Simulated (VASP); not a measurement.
Wanted: the native input for a VASP 6.6.1 run.

- Task: single point
- Functional: LDA
- Potentials or basis: VASP PAW LDA potentials, release 64 (Te, Be)
- Cutoff: 520 eV
- k mesh: 8 × 8 × 8
- Occupations: fermi-dirac, width 0.05 eV
- Spin: no spin polarisation
- Dipole correction: no
- Further INCAR settings: ALGO = Normal; EDIFF = 1e-07; NBANDS = 11

The structure of BeTe lies in POSCAR:

```
BeTe
1.0
    0.0000000000      2.7504315707      2.7504315707
    2.7504315707      0.0000000000      2.7504315707
    2.7504315707      2.7504315707      0.0000000000
Te Be
1 1
Direct
    0.7500000000      0.7500000000      0.7500000000
    0.0000000000      0.0000000000      0.0000000000
```

The input as run:

INCAR

```
SYSTEM = BeTe
ALGO = Normal
EDIFF = 1E-7
ENCUT = 520
ISIF = 2
ISMEAR = -1
LASPH = .TRUE.
LCHARG = .FALSE.
LREAL = .FALSE.
LWAVE = .FALSE.
NBANDS = 11
NELM = 100
PREC = Accurate
SIGMA = 0.05
```

KPOINTS

```
k-points
0
G
  8 8 8
  0 0 0
```

Potentials or basis: VASP PAW LDA potentials, release 64 (Te, Be).

The run is started by

```bash
$ cat potpaw_LDA.64/Te/POTCAR potpaw_LDA.64/Be/POTCAR > POTCAR
$ mpirun -np 1 vasp_std > vasp.out
```

Results of the run:

| Property | Result |
| --- | --- |
| Pressure | 2.3 GPa |
| Band gap on the k mesh | 1.70 eV, indirect (least direct gap 3.52 eV) |

Caveat: spin-orbit coupling is left out, which moves the levels of the heavy elements.

Wall time 19 s on 1 thread of Intel Xeon 8259CL, on a shared host, peak memory 0.15 GiB.
